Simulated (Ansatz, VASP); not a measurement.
**Two plane-wave programs on BN**

```
B N
1.0
     2.50164    0.00000    0.00000
    -1.25082    2.16648    0.00000
     0.00000    0.00000    7.36932
B N
2 2
Cartesian
  1.2508 0.7222 5.5270
  0.0000 1.4443 1.8423
  0.0000 0.0000 5.5270
  0.0000 0.0000 1.8423
```

Alike in both runs: functional PBE; k mesh 14 × 14 × 4; occupations fermi-dirac, width 0.02 eV; no spin polarisation.

Ansatz relaxed the structure, and its values are those at the end. VASP's run is a single point on that final structure, the one shown.

```csv
,VASP,Ansatz
version,VASP 6.6.1,Ansatz 0.2.0
potentials or method,"VASP PAW PBE potentials, release 64 (B, N)","plane-wave PAW, scalar-relativistic"
plane-wave cutoff (eV),520,420
valence electrons in the cell,16,16
```

Ansatz gave:

| Item | Value |
| --- | --- |
| gap on the k mesh at the Fermi level (eV) | 3.91 |
| pressure (GPa) | 3.1 |

What did VASP give for the same quantities?

gap on the k mesh at the Fermi level (eV): 3.90; pressure (GPa): 3.2.

Ansatz's warnings: stress scf threshold loose.
